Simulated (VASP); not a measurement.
# AgPt3: single point with LDA

The system is AgPt3.

```
Ag Pt
1.0
     3.90000   -0.05850    0.00000
    -0.05850    3.90000    0.00000
     0.00000    0.00000    3.90000
Ag Pt
1 3
Cartesian
  0.0000 0.0000 0.0000
  -0.0293 1.9500 1.9500
  1.9500 -0.0293 1.9500
  1.9207 1.9207 0.0000
```

```json
{"Program": "VASP 6.6.1", "Task": "single point", "Functional": "LDA", "Potentials or basis": "VASP PAW LDA potentials, release 64 (Ag, Pt)", "Cutoff": "520 eV", "k mesh": "9 × 9 × 9", "Occupations": "fermi-dirac, width 0.1 eV", "Spin": "no spin polarisation", "Dipole correction": "no", "Further INCAR settings": "ALGO = Normal; EDIFF = 1e-07; NBANDS = 28"}
```

* Pressure: 3.3 GPa
* Band gap on the k mesh: zero (an odd number of electrons rules out a gap without spin polarisation)

Stress tensor (GPa, compression positive):
```
3.44 3.35 0.00
3.35 3.44 0.00
0.00 0.00 2.90
```

Levels at points of the mesh, in eV from the Fermi level:
```
           k point  band 18  band 19  band 20  band 21  band 22  band 23
(0.00, 0.00, 0.00)     0.31     0.76     0.77     0.79     1.94     1.94
```

Wall time 93 s on 1 thread of AMD EPYC 9R45 96-Core Processor (Zen 5), with other jobs on the host, peak memory 0.26 GiB.

Caveat: the cell stands under pressure; spin-orbit coupling is left out, which moves the levels of the heavy elements.
